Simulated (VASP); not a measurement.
Set up this calculation in VASP 6.6.1, as the native input.

| Property | Result |
| --- | --- |
| Task | single point |
| Functional | revPBE |
| Potentials or basis | VASP PAW PBE potentials, release 64 (Zn, S) |
| Cutoff | 520 eV |
| k mesh | 9 × 9 × 9 |
| Occupations | fermi-dirac, width 0.05 eV |
| Spin | no spin polarisation |
| Dipole correction | no |
| Further INCAR settings | ALGO = Normal; EDIFF = 1e-06; NBANDS = 16 |

The structure of ZnS lies in POSCAR:

```
ZnS
1.0
    0.0000000000      2.7464994219      2.7464994219
    2.7464994219      0.0000000000      2.7464994219
    2.7464994219      2.7464994219      0.0000000000
Zn S
1 1
Direct
    0.7500000000      0.7500000000      0.7500000000
    0.0000000000      0.0000000000      0.0000000000
```

The input as run:

INCAR

```
PREC     = Accurate       # precision mode
ENCUT    = 520            # plane-wave cutoff, eV
EDIFF    = 1E-6           # SCF threshold, eV
ISMEAR   = -1             # smearing method
SIGMA    = 0.05           # smearing width, eV
LREAL    = F              # projectors in reciprocal space
LASPH    = T              # aspherical terms in the spheres
NELM     = 60             # most SCF steps
ALGO     = Normal         # electronic algorithm
ISIF     = 2              # what is computed and relaxed
LWAVE    = F              # write WAVECAR
LCHARG   = F              # write CHGCAR
GGA      = RE             # functional
NBANDS   = 16             # bands
```

KPOINTS

```
regular mesh
0
Gamma
  9 9 9
```

Potentials or basis: VASP PAW PBE potentials, release 64 (Zn, S).

Command:

```bash
$ cat potpaw_PBE.64/Zn/POTCAR potpaw_PBE.64/S/POTCAR > POTCAR
$ mpirun -np 1 vasp_std > vasp.out
```

It gave:

The pressure is 0.1 GPa. The band gap on the k mesh is 2.03 eV, direct.

Caveat: the PAW data sets were made with another functional, which shifts forces and pressure a little.

Run time: 11 s on 1 thread of Intel(R) Xeon(R) 6975P-C (Granite Rapids) (shared host), peak memory 0.17 GiB.
